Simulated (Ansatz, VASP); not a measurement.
# One calculation of ZnS, two programs

INCAR

```
  PREC = Accurate
  ENCUT = 500
  EDIFF = 1E-6
  ISMEAR = 0
  SIGMA = 0.01
  LREAL = False
  LASPH = True
  NELM = 120
  ALGO = Normal
  ISIF = 2
  LWAVE = False
  LCHARG = True
  LELF = True
  LVHAR = True
  NBANDS = 36
  GGA_COMPAT = False
```

The input KPOINTS:

```
Automatic mesh
0
Gamma
  6 6 6
```

File POSCAR:

```
ZnS
1.0
    1.9030700000      1.0987379768      9.3519466667
   -1.9030700000      1.0987379768      9.3519466667
    0.0000000000     -2.1974759536      9.3519466667
Zn S
3 3
Direct
    0.9999666667      0.9999666667      0.9999666667
    0.2222700000      0.2222700000      0.2222700000
    0.4446133333      0.4446133333      0.4446133333
    0.0832700000      0.0832700000      0.0832700000
    0.5278433333      0.5278433333      0.5278433333
    0.3053600000      0.3053600000      0.3053600000
```

Input for Ansatz:

```yaml
crystal:
  lattice:
    a: 3.80614
    b: 3.80614
    c: 28.05584
    alpha: 90.0
    beta: 90.0
    gamma: 120.0
  space_group: 160
  atoms:
    - { symbol: Zn, position: [0.6666666666666666, 0.3333333333333333, 0.3333] }
    - { symbol: Zn, position: [0.0, 0.0, 0.22227] }
    - { symbol: Zn, position: [0.3333333333333333, 0.6666666666666666, 0.11128] }
    - { symbol: S, position: [0.0, 0.0, 0.08327] }
    - { symbol: S, position: [0.3333333333333333, 0.6666666666666666, 0.19451] }
    - { symbol: S, position: [0.0, 0.0, 0.30536] }
  reduce_to_primitive: true
kpoints:
  mp_grid:
    grid: [6, 6, 6]
hamiltonian:
  xc: lda
  pseudopotentials:
    kind: paw
scf:
  occupations:
    method: fixed
output:
  stress: true
```

Alike in both runs: task single point; functional LDA; k mesh 6 × 6 × 6; no spin polarisation.

|  | VASP | Ansatz |
| --- | --- | --- |
| version | VASP 6.6.1 | Ansatz 0.2.0 |
| potentials or method | VASP PAW LDA potentials, release 64 (Zn, S) | plane waves, PAW |
| plane-wave cutoff (eV) | 500 | 420 |
| occupations | gaussian, width 0.01 eV | fixed |
| valence electrons in the cell | 54 | 54 |

|  | VASP | Ansatz | Ansatz less VASP |
| --- | --- | --- | --- |
| pressure (GPa) | -3.7 | -3.9 | -0.21 |

LDA's correlation is that of Perdew and Zunger in VASP and of Perdew and Wang (1992) in Ansatz.
